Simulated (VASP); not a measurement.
# TiTe2 (P-3m1) in VASP: single point with r2SCAN

Aim: the single point of TiTe2 with r2SCAN.

Everything below comes from runs of VASP 6.6.1. Logs are shortened: lines on timing, memory, paths and dates and some standing lists are left out, and cuts for length are marked.

## Step 1: The cell of the first run

Symmetry: P-3m1, No. 164, trigonal system. The conventional cell has a = 3.801 Å, b = 3.801 Å, c = 6.901 Å, α = 90.00°, β = 90.00°, γ = 120.00°. Within 3.7 Å of Ti (site symmetry -3m) lie 6 Te at 2.78 Å. Te (site symmetry 3m) has 3 Ti at 2.78 Å within 3.7 Å.

## Step 2: Single point, r2SCAN

Contents of POSCAR:

```
TiTe2
1.0
    3.8010222132      0.0000000000      0.0000000000
   -1.9005111066      3.2917817970      0.0000000000
    0.0000000000      0.0000000000      6.9008035809
Ti Te
1 2
Direct
    0.0000000000      0.0000000000      0.0000000000
    0.6666666667      0.3333333333      0.2461498706
    0.3333333333      0.6666666667      0.7538501294
```

Contents of INCAR.step1:

```
SYSTEM = TiTe2
PREC = Accurate
ENCUT = 520
ISMEAR = 0
SIGMA = 0.1
LREAL = .False.
LASPH = .True.
NELM = 100
NBANDS = 19
GGA = PE
ALGO = Normal
EDIFF = 1E-4
LWAVE = .True.
LCHARG = .False.
```

Contents of INCAR.step2:

```
SYSTEM = TiTe2
PREC = Accurate
ENCUT = 520
EDIFF = 1E-7
ISMEAR = 0
SIGMA = 0.1
LREAL = .False.
LASPH = .True.
NELM = 100
ALGO = Normal
ISIF = 2
LWAVE = .False.
LCHARG = .True.
METAGGA = R2SCAN
LMIXTAU = .True.
LELF = .True.
LVHAR = .True.
NBANDS = 19
ISTART = 1
```

Contents of KPOINTS:

```
Automatic mesh
0
Gamma
  15 15 8
  0 0 0
```

Potentials or basis: VASP PAW PBE potentials, release 64 (Ti_sv, Te).

Run with:

```bash
cat potpaw_PBE.64/Ti_sv/POTCAR potpaw_PBE.64/Te/POTCAR > POTCAR
cp INCAR.step1 INCAR
mpirun -np 1 vasp_std > vasp.out
cp INCAR.step2 INCAR
mpirun -np 1 vasp_std > vasp.out
```

OUTCAR:

```text
SYSTEM = TiTe2
   PREC = Accurate
   ENCUT = 520
   EDIFF = 1E-7
   ISMEAR = 0
   LREAL = .False.
   LASPH = .True.
   NELM = 100
   ISIF = 2
   METAGGA = R2SCAN
   ISTART = 1

 ion  position               nearest neighbor table
   1  0.000  0.000  0.000-   2 2.78   3 2.78   2 2.78   3 2.78   2 2.78   3 2.78
   2  0.667  0.333  0.246-   1 2.78   1 2.78   1 2.78
   3  0.333  0.667  0.754-   1 2.78   1 2.78   1 2.78

  LATTYP: Found a hexagonal cell.
 ALAT       =     3.8010222132
 C/A-ratio  =     1.8155125632

  Lattice vectors:

 A1 = (   3.8010222132,   0.0000000000,   0.0000000000)
 A2 = (  -1.9005111066,   3.2917817970,   0.0000000000)
 A3 = (   0.0000000000,   0.0000000000,   6.9008035809)

Analysis of symmetry for initial positions (statically):
=====================================================================
 Subroutine PRICEL returns:
 Original cell was already a primitive cell.

 Routine SETGRP: Setting up the symmetry group for a
 hexagonal supercell.

 Subroutine GETGRP returns: Found 12 space group operations
 (whereof 12 operations were pure point group operations)
 out of a pool of 24 trial point group operations.

The static configuration has the point symmetry D_3d.

Analysis of symmetry for dynamics (positions and initial velocities):
=====================================================================
 Subroutine PRICEL returns:
 Original cell was already a primitive cell.

 Routine SETGRP: Setting up the symmetry group for a
 hexagonal supercell.

 Subroutine GETGRP returns: Found 12 space group operations
 (whereof 12 operations were pure point group operations)
 out of a pool of 24 trial point group operations.

The dynamic configuration has the point symmetry D_3d.

 Subroutine INISYM returns: Found 12 space group operations
 (whereof 12 operations are pure point group operations),
 and found     1 'primitive' translations

----------------------------------------------------------------------------------------

                                     Primitive cell

  volume of cell :      86.3438

  direct lattice vectors                    reciprocal lattice vectors
     3.801022213  0.000000000  0.000000000     0.263087123  0.151893422  0.000000000
    -1.900511107  3.291781797  0.000000000     0.000000000  0.303786843  0.000000000
     0.000000000  0.000000000  6.900803581     0.000000000  0.000000000  0.144910660

  length of vectors
[... 76 lines left out ...]
   ISTART =      1    job   : 0-new  1-cont  2-samecut
   ICHARG =      0    charge: 1-file 2-atom 10-const
   ISPIN  =      1    spin polarized calculation?
   LNONCOLLINEAR =      F non collinear calculations
   LSORBIT =      F    spin-orbit coupling
   LASPH  =      T    aspherical Exc in radial PAW
   ENCUT  =  520.0 eV  38.22 Ry    6.18 a.u.   7.07  7.07 12.83*2*pi/ulx,y,z
   NELM   =    100;   NELMIN=  2; NELMDL=  0     # of ELM steps
   EDIFF  = 0.1E-06   stopping-criterion for ELM
   LREAL  =      F    real-space projection
   EDIFFG = 0.1E-05   stopping-criterion for IOM
   NSW    =      0    number of steps for IOM
   IBRION =     -1    ionic relax: 0-MD 1-quasi-New 2-CG
   NFREE  =      0    steps in history (QN), initial steepest desc. (CG)
   ISIF   =      2    stress and relaxation
   ISYM   =      2    0-nonsym 1-usesym 2-fastsym
   POTIM  = 0.5000    time-step for ionic-motion
   TEBEG  =    0.0;   TEEND  =   0.0 temperature during run
   PSTRESS=    0.0 pullay stress
   NELECT =      24.0000    total number of electrons
   NUPDOWN=      -1.0000    fix difference up-down
   EMIN   =  10.00;   EMAX   =-10.00  energy-range for DOS
   EFERMI =   0.00;   METHOD = LEGACY
   ISMEAR =     0;   SIGMA  =   0.10  broadening in eV -4-tet -1-fermi 0-gaus
   EFERMI_NEDOS =   21; number of points for ismear=-14 and -15
   IALGO  =     38    algorithm
   IMIX   =      4    mixing-type and parameters
     AMIX     =   0.40;   BMIX     =  1.00
     AMIX_MAG =   1.60;   BMIX_MAG =  1.00
  volume/ion in A,a.u.               =      28.78       194.23
  Fermi-wavevector in a.u.,A,eV,Ry     =   1.068402  2.018988 15.530830  1.141484
  Thomas-Fermi vector in A             =   2.204049
   LORBIT       =      0    0 simple, 1 ext, 2 COOP (PROOUT), +10 PAW based schemes
   METAGGA = R2SCAN    functional components
   LHFCALC =     F    Hartree Fock is set to
   AEXX    =    0.0000 exact exchange contribution
   IVDW    =     0    specifies the selected vdW correction
   LEPSILON=     F    determine dielectric tensor
   LRPA    =     F    only Hartree local field effects (RPA)
 non-spin polarized calculation
 Gauss-broadening in eV      SIGMA  =   0.10
  energy-cutoff  :      520.00
  volume of cell :       86.34
 maximum number of plane-waves:      2358
   NGX = 15   NGY = 15   NGZ = 25

 number of electron      23.9999998 magnetization

 Free energy of the ion-electron system (eV)
  ---------------------------------------------------
  ext. energy  EPLUGINS =         0.00000000
  ---------------------------------------------------
  free energy    TOTEN  =       -66.29293033 eV

  energy without entropy =      -66.28733090  energy(sigma->0) =      -66.29013062

 E-fermi :   5.9613     XC(G=0):  -9.9116

 val. band max:        5.9569862470   @ k =   0.0000   0.0667   0.1250
 cond. band min:       5.9684797026   @ k =   0.0000   0.4000   0.3750
 fundamental gap:      0.0114934556
 Fermi energy:         5.9612982100

 k-point     1 :       0.0000    0.0000    0.0000
  band No.  band energies     occupation
      1     -54.1684      2.00000
      2     -29.3729      2.00000
      3     -29.3728      2.00000
      4     -29.3326      2.00000
      5      -6.7882      2.00000
      6      -5.5192      2.00000
[... 505 lines left out ...]
      6      -4.8444      2.00000
[... 11 lines left out ...]
     18      10.8409      0.00000
     19      13.5793      0.00000

 [... further k-points ...]
[... 5 lines left out ...]
  --------------------------------------------------------------------------------------
  -------------------------------------------------------------------------------------
  Total        0.0655551      0.0655551      0.0558556     -0.0000000     -0.0000000      0.0000000
  in kB        1.2164271      1.2164271      1.0364449     -0.0000000     -0.0000000      0.0000000
  external PRESSURE =       1.1564330 kB  Pullay stress =       0.0000000 kB

 VOLUME and BASIS-vectors are now :
 -----------------------------------------------------------------------------
  energy-cutoff  :      520.00
  volume of cell :       86.34
      direct lattice vectors                 reciprocal lattice vectors
     3.801022213  0.000000000  0.000000000     0.263087123  0.151893422  0.000000000
    -1.900511107  3.291781797  0.000000000     0.000000000  0.303786843  0.000000000
     0.000000000  0.000000000  6.900803581     0.000000000  0.000000000  0.144910660

 POSITION                                       TOTAL-FORCE (eV/Angst)
 -----------------------------------------------------------------------------------
      0.00000      0.00000      0.00000         0.000000      0.000000      0.000000
      1.90051      1.09726      1.69863         0.000000      0.000000      0.017829
     -0.00000      2.19452      5.20217        -0.000000     -0.000000     -0.017829
 -----------------------------------------------------------------------------------
    total drift:                                0.000000      0.000000     -0.000000

  FREE ENERGIE OF THE ION-ELECTRON SYSTEM (eV)
  ---------------------------------------------------
  free  energy   TOTEN  =       -66.2929303308 eV

  energy  without entropy=      -66.2873309014  energy(sigma->0) =      -66.29013062
```

OUTCAR.step1:

```text
SYSTEM = TiTe2
   PREC = Accurate
   ENCUT = 520
   ISMEAR = 0
   LREAL = .False.
   LASPH = .True.
[... 753 lines left out ...]
      0.00000      0.00000      0.00000         0.000000      0.000000      0.000000
      1.90051      1.09726      1.69863        -0.000000      0.000000      0.170017
     -0.00000      2.19452      5.20217        -0.000000      0.000000     -0.170017
 -----------------------------------------------------------------------------------
    total drift:                                0.000000      0.000000      0.000000

  FREE ENERGIE OF THE ION-ELECTRON SYSTEM (eV)
  ---------------------------------------------------
  free  energy   TOTEN  =       -16.2151420879 eV

  energy  without entropy=      -16.2078784418  energy(sigma->0) =      -16.21151026
```

Run time: 11 min. Hardware: 1 thread of AMD EPYC 9R45 (Zen 5), shared host; peak memory 0.41 GiB.

Results:

```yaml
Free_energy: -66.2929 eV
Pressure: 0.1 GPa
Largest_force: 0.018 eV/Å
Band_gap_on_the_k_mesh: zero (band 12 reaches 6.31 eV, above the bottom of band 13 at 5.80 eV)
```

Forces on the atoms (eV/Å):
```
Ti   0.000  0.000  0.000
Te   0.000  0.000  0.018
Te   0.000  0.000 -0.018
```

Levels at points of the mesh, in eV from the Fermi level:
| k point | band 8 | band 9 | band 10 | band 11 | band 12 | band 13 | band 14 | band 15 | band 16 | band 17 |
| --- | --- | --- | --- | --- | --- | --- | --- | --- | --- | --- |
| (0.00, 0.00, 0.00) | -1.96 | -1.96 | -0.14 | 0.35 | 0.35 | 0.46 | 0.87 | 0.87 | 3.19 | 3.19 |
| (0.00, 0.00, 0.50) | -2.47 | -1.93 | -1.93 | 0.35 | 0.35 | 0.72 | 0.72 | 1.00 | 3.40 | 3.40 |

Caveat: the PAW data sets were made with another functional, which shifts forces and pressure a little; spin-orbit coupling is left out, which moves the levels of the heavy elements.
